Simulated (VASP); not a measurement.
Runs of VASP 6.6.1 on Br. The structure is that of space group Fd-3m (No. 227), or close to it. The cells are those of the table. 

```csv
task,cell,gap on the mesh (eV),pressure (GPa)
relaxation of cell and atoms,"relaxed to 20 GPa from a = 4.582 Å, angles 60.0°, 2 atoms",none,19.9
single point,"a = 3.863 Å, angles 60.0°, 2 atoms",none,60.1
single point,"a = 4.263 Å, angles 60.0°, 2 atoms",none,(a)
relaxation of cell and atoms,"relaxed to 40 GPa from a = 4.582 Å, angles 60.0°, 2 atoms",none,39.8
relaxation of cell and atoms,"relaxed to 60 GPa from a = 4.582 Å, angles 60.0°, 2 atoms",none,60.0
single point,"a = 4.021 Å, angles 60.0°, 2 atoms",none,40.0
single point,"a = 4.943 Å, angles 60.0°, 2 atoms",none,0.0
relaxation of cell and atoms,"relaxed from a = 4.582 Å, angles 60.0°, 2 atoms",none,0.0
```

Alike in all rows: level PBE; potentials or basis VASP PAW PBE potentials, release 64 (Br); no spin polarisation; k mesh 6 × 6 × 6; cutoff (eV) 500; smearing fermi-dirac 0.01 eV.

**Question.** Estimate the missing entries.

**Answer.** (a) 20.0.

Caveats: the cell is relaxed towards a set pressure, so the run minimises the enthalpy, not the energy (at least some runs); the cell stands under pressure (at least some runs).

A k mesh can miss the band edges, and the runs leave out spin-orbit coupling on Br.

A gap of «none» marks levels without a gap at the run's occupations.
